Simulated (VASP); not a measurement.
Input of a VASP 6.6.1 run:

File INCAR:

```
ALGO = Normal
EDIFF = 1E-8
ENCUT = 520
ISIF = 2
ISMEAR = 0
KPAR = 4
LASPH = True
LCALCEPS = True
LCHARG = False
LMIXTAU = True
LREAL = False
LWAVE = False
METAGGA = R2SCAN
NELM = 80
PREC = Accurate
SIGMA = 0.01
```

KPOINTS

```
k-points
0
Gamma
  4 4 6
```

File POSCAR:

```
SnO2
1.0
    4.8081794617      0.0000000000      0.0000000000
    0.0000000000      4.8081794617      0.0000000000
    0.0000000000      0.0000000000      3.2320810738
Sn O
2 4
Direct
    0.0000000000      0.0000000000      0.0000000000
    0.5000000000      0.5000000000      0.5000000000
    0.3066342608      0.3066342608      0.0000000000
    0.1933657392      0.8066342608      0.5000000000
    0.8066342608      0.1933657392      0.5000000000
    0.6933657392      0.6933657392      0.0000000000
```

Potentials or basis: VASP PAW PBE potentials, release 64 (Sn_d, O).

Run with:

```sh
$ cat potpaw_PBE.64/Sn_d/POTCAR potpaw_PBE.64/O/POTCAR > POTCAR
$ mpirun -np 4 vasp_std > vasp.out
```

Task: Estimate the electronic dielectric tensor (diagonal).

Result: 4.00, 4.00, 4.34.

Task: What does it give for the Born charges (mean of the diagonal)?

Result: Sn +4.22; O -2.11 e.

Task: What does it give for the band gap on the k mesh?

Result: 1.45 eV.

Born effective charge tensors (e):
atom 1, Sn
```
4.10 0.44 0.00
0.44 4.10 0.00
0.00 0.00 4.47
```
atom 2, Sn
```
 4.10 -0.44  0.00
-0.44  4.10  0.00
 0.00  0.00  4.47
```
atom 3, O
```
-2.05 -0.69  0.00
-0.69 -2.05  0.00
 0.00  0.00 -2.23
```
atom 4, O
```
-2.05  0.69  0.00
 0.69 -2.05  0.00
 0.00  0.00 -2.23
```
atom 5, O
```
-2.05  0.69  0.00
 0.69 -2.05  0.00
 0.00  0.00 -2.23
```
atom 6, O
```
-2.05 -0.69  0.00
-0.69 -2.05  0.00
 0.00  0.00 -2.23
```

Caveat: the cell differs from its parent crystal (strain +1.0%); the structure was generated, so it needn't be the stable form of SnO2; spin-orbit coupling is left out, which moves the levels of the heavy elements.
